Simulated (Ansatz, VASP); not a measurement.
Two plane-wave programs on Be5GeN2

```xyz
8
Lattice="2.6804 0.0000 0.0000 -1.3402 2.3213 0.0000 0.0000 0.0000 11.9982" Properties=species:S:1:pos:R:3 pbc="T T T"
Be    0.0000    0.0000   11.9268
Be    0.0000    1.5475    2.1161
Be    0.0000    0.0000    3.6849
Be    1.3402    0.7738    8.3237
Be    0.0000    1.5475    9.9021
Ge    0.0000    1.5475    6.0133
N     1.3402    0.7738    2.9228
N     0.0000    0.0000    9.1023
```

Alike in both runs: functional PBE; k mesh 18 × 18 × 4; occupations gaussian, width 0.1 eV; no spin polarisation.

Ansatz relaxed the structure, and its values are those at the end. VASP's run is a single point on that final structure, the one shown.

|  | VASP | Ansatz |
| --- | --- | --- |
| version | VASP 6.6.1 | Ansatz 0.2.0 |
| potentials or method | VASP PAW PBE potentials, release 64 (Be, Ge_d, N), cutoff 520 eV | scalar-relativistic, plane waves, PAW |
| valence electrons in the cell | 34 | 34 |

```csv
,VASP,Ansatz,Ansatz less VASP
gap on the k mesh at the Fermi level (eV),none,none,-
pressure (GPa),0.2,0.0,-0.25
rms of the force components (eV/Å),0.012,0.000,-0.0122
```

A gap of «none» marks a metal or a gap that the smearing closes. The functional is the same, so the differences come from potentials, cutoffs and numerics.
